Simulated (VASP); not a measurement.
A run of VASP 6.6.1 is set up as follows.

Contents of POSCAR:

```
BN
1.0
    2.5665914969      0.0000000000      0.0000000000
   -1.2832957485      2.2227334374      0.0000000000
    0.0000000000      0.0000000000      6.3281400000
B N
2 2
Direct
    0.3333333333      0.6666666667      0.2500000000
    0.6666666667      0.3333333333      0.7500000000
    0.3333333333      0.6666666667      0.7500000000
    0.6666666667      0.3333333333      0.2500000000
```

INCAR.step1

```
  ALGO = Normal
  EDIFF = 1E-4
  ENCUT = 520
  GGA = PE
  ISMEAR = 0
  LASPH = T
  LCHARG = F
  LREAL = F
  LWAVE = T
  NBANDS = 16
  NELM = 100
  PREC = Accurate
  SIGMA = 0.05
```

Contents of INCAR.step2:

```
  ALGO = Normal
  EDIFF = 1E-6
  ENCUT = 520
  ISIF = 2
  ISMEAR = 0
  ISTART = 1
  LASPH = T
  LCHARG = F
  LMIXTAU = T
  LREAL = F
  LWAVE = F
  METAGGA = R2SCAN
  NBANDS = 16
  NELM = 100
  PREC = Accurate
  SIGMA = 0.05
```

The input KPOINTS:

```
k-points
0
Gamma
  12 12 4
```

Potentials or basis: VASP PAW PBE potentials, release 64 (B, N).

Run with:

```sh
$ cat potpaw_PBE.64/B/POTCAR potpaw_PBE.64/N/POTCAR > POTCAR
$ cp INCAR.step1 INCAR
$ mpirun -np 1 vasp_std > vasp.out
$ cp INCAR.step2 INCAR
$ mpirun -np 1 vasp_std > vasp.out
```

(1) Predict the pressure.

(2) Estimate the band gap on the k mesh.

Results:

(1) -16.6 GPa.

(2) 4.64 eV (least direct gap 4.95 eV).

Caveat: the cell differs from its parent crystal (strain +0.025 along x and y, -0.050 along z); the stress differs along the axes, from -26 to 2 GPa; the PAW data sets were made with another functional, which shifts forces and pressure a little.
